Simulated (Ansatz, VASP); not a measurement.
# One calculation of Ga6H, two programs

```
Ga H
1.0
    -3.10107    3.07623    3.10107
     3.07623   -3.10107    3.10107
     3.12591    3.12591   -3.12591
Ga H
6 1
Cartesian
  2.4286 -0.1871 1.2251
  1.8760 2.4410 0.1747
  0.9796 0.1681 4.7032
  4.6000 1.0168 -0.2053
  0.1805 1.4865 2.0967
  -0.1747 4.9647 0.6476
  0.4677 3.5563 -0.4677
```

Alike in both runs: functional PBE; k mesh 6 × 6 × 6; occupations gaussian, width 0.1 eV; no spin polarisation.

Ansatz relaxed the structure, and its values are those at the end. VASP's run is a single point on that final structure, the one shown.

|  | VASP | Ansatz |
| --- | --- | --- |
| version | VASP 6.6.1 | Ansatz 0.2.0 |
| potentials or method | VASP PAW PBE potentials, release 64 (Ga_d, H), cutoff 520 eV | scalar-relativistic, plane waves, PAW |
| valence electrons in the cell | 79 | 79 |

|  | VASP | Ansatz | Ansatz less VASP |
| --- | --- | --- | --- |
| gap on the k mesh at the Fermi level (eV) | none | none | - |
| pressure (GPa) | 0.1 | 0.0 | -0.08 |
| rms of the force components (eV/Å) | 0.005 | 0.005 | -0.0001 |

A gap of «none» marks a metal or a gap that the smearing closes.
